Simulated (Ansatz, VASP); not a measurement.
**Ti3Al in VASP and in Ansatz**

File INCAR:

```
  PREC = Accurate
  ENCUT = 520
  EDIFF = 1E-6
  ISMEAR = 0
  SIGMA = 0.1
  LREAL = False
  LASPH = True
  NELM = 100
  ALGO = Fast
  ISIF = 2
  LWAVE = False
  LCHARG = True
  GGA = PS
  LELF = True
  LVHAR = True
  NBANDS = 49
  LUSENCCL = False
```

KPOINTS

```
Automatic mesh
0
Gamma
  12 12 12
```

The input POSCAR:

```
Ti3Al
1.0
    5.6871295772      0.0000000000      0.0000000000
   -2.8435647886      4.9251986885      0.0000000000
    0.0000000000      0.0000000000      4.6071798847
Ti Al
6 2
Direct
    0.8303365645      0.6606731289      0.2500000000
    0.1696634355      0.8303365645      0.7500000000
    0.3393268711      0.1696634355      0.2500000000
    0.1696634355      0.3393268711      0.7500000000
    0.8303365645      0.1696634355      0.2500000000
    0.6606731289      0.8303365645      0.7500000000
    0.3333333333      0.6666666667      0.2500000000
    0.6666666667      0.3333333333      0.7500000000
```

Input for Ansatz:

```yaml
crystal:
  lattice:
    - [5.6871295772, 0.0, 0.0]
    - [-2.8435647886, 4.9251986885, 0.0]
    - [0.0, 0.0, 4.6071798847]
  atoms:
    - { symbol: Ti, position: [0.8303365645, 0.6606731289, 0.25] }
    - { symbol: Ti, position: [0.1696634355, 0.8303365645, 0.75] }
    - { symbol: Ti, position: [0.3393268711, 0.1696634355, 0.25] }
    - { symbol: Ti, position: [0.1696634355, 0.3393268711, 0.75] }
    - { symbol: Ti, position: [0.8303365645, 0.1696634355, 0.25] }
    - { symbol: Ti, position: [0.6606731289, 0.8303365645, 0.75] }
    - { symbol: Al, position: [0.3333333333, 0.6666666667, 0.25] }
    - { symbol: Al, position: [0.6666666667, 0.3333333333, 0.75] }
basis:
  ecutwfc: 420
kpoints:
  mp_grid: { grid: [12, 12, 12] }
hamiltonian:
  xc: pbesol
  pseudopotentials: { kind: paw, azcp: { folder: soft_1 } }
scf:
  occupations: { method: gaussian, width: 0.1 }
output:
  forces: true
  stress: true
  eigenvalues: true
```

Alike in both runs: task single point; functional PBEsol; k mesh 12 × 12 × 12; occupations gaussian, width 0.1 eV; no spin polarisation.

|  | VASP | Ansatz |
| --- | --- | --- |
| version | VASP 6.6.1 | Ansatz 0.2.0 |
| potentials or method | VASP PAW PBE potentials, release 64 (Ti_sv, Al), cutoff 520 eV | scalar-relativistic, plane waves, PAW |
| valence electrons in the cell | 78 | 78 |

VASP gave:

* gap on the k mesh at the Fermi level (eV): none
* pressure (GPa): -0.1
* rms of the force components (eV/Å): 0.005

Task: What did Ansatz give for the same quantities?

Result: gap on the k mesh at the Fermi level (eV): none; pressure (GPa): 0.0; rms of the force components (eV/Å): 0.001.

VASP's potentials were made for PBE, not for PBEsol, and Ansatz warns of the same on its side. Atom by atom the forces differ by 0.004 eV/Å (rms over components). A gap of «none» marks a metal or a gap that the smearing closes.
